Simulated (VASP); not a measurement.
Write the native input for VASP 6.6.1 that does the following.

| Item | Value |
| --- | --- |
| Task | single point |
| Functional | r2SCAN |
| Potentials or basis | VASP PAW PBE potentials, release 64 (Gd, N) |
| Cutoff | 520 eV |
| k mesh | 12 × 12 × 12 |
| Occupations | gaussian, width 0.05 eV |
| Spin | collinear spin, ferromagnetic start |
| Starting moments | [7.62, 0.0] μB |
| Dipole correction | no |
| Further INCAR settings | ALGO = Normal; EDIFF = 1e-06; NBANDS = 22 |

GdN:

```xyz
2
Lattice="0.0000 2.4866 2.4866 2.4866 0.0000 2.4866 2.4866 2.4866 0.0000" Properties=species:S:1:pos:R:3 pbc="T T T"
Gd    0.0000    0.0000    0.0000
N     2.4866    2.4866    2.4866
```

One way to write it, as run:

POSCAR

```
GdN
1.0
    0.0000000000      2.4865793985      2.4865793985
    2.4865793985      0.0000000000      2.4865793985
    2.4865793985      2.4865793985      0.0000000000
Gd N
1 1
Direct
    0.0000000000      0.0000000000      0.0000000000
    0.5000000000      0.5000000000      0.5000000000
```

INCAR.step1

```
  ALGO = Normal
  EDIFF = 1E-4
  ENCUT = 520
  GGA = PE
  ISMEAR = 0
  ISPIN = 2
  LASPH = True
  LCHARG = False
  LMAXMIX = 6
  LREAL = False
  LWAVE = True
  MAGMOM = 7.62 0
  NBANDS = 22
  NELM = 150
  PREC = Accurate
  SIGMA = 0.05
```

INCAR.step2

```
  ALGO = Normal
  EDIFF = 1E-6
  ENCUT = 520
  ISIF = 2
  ISMEAR = 0
  ISPIN = 2
  ISTART = 1
  LASPH = True
  LCHARG = False
  LMAXMIX = 6
  LMIXTAU = True
  LORBIT = 11
  LREAL = False
  LWAVE = False
  MAGMOM = 7.62 0
  METAGGA = R2SCAN
  NBANDS = 22
  NELM = 150
  PREC = Accurate
  SIGMA = 0.05
```

KPOINTS

```
k-points
0
Gamma
  12 12 12
```

Potentials or basis: VASP PAW PBE potentials, release 64 (Gd, N).

Run with:

```bash
$ cat potpaw_PBE.64/Gd/POTCAR potpaw_PBE.64/N/POTCAR > POTCAR
$ cp INCAR.step1 INCAR
$ mpirun -np 1 vasp_std > vasp.out
$ cp INCAR.step2 INCAR
$ mpirun -np 1 vasp_std > vasp.out
```

It gave:

```json
{
 "Pressure": "0.1 GPa",
 "Band gap on the k mesh": "zero (filled and empty bands overlap)",
 "Net moment": "7.00 μB per cell",
 "Site moments": "Gd +6.79; N -0.12 μB",
 "Valence electrons inside the program's atomic spheres": "Gd 15.24; N 3.67"
}
```

Caveat: the PAW data sets were made with another functional, which shifts forces and pressure a little; spin-orbit coupling is left out, which moves the levels of the heavy elements; a cell with one magnetic atom can't hold antiferromagnetic order, which such compounds often take; semilocal functionals describe open f shells poorly, which spoils levels, moments and volumes.

Wall time 9.2 min on 1 thread of Intel(R) Xeon(R) Platinum 8259CL CPU @ 2.50GHz (Skylake/Cascade Lake), on a shared host, peak memory 0.25 GiB.
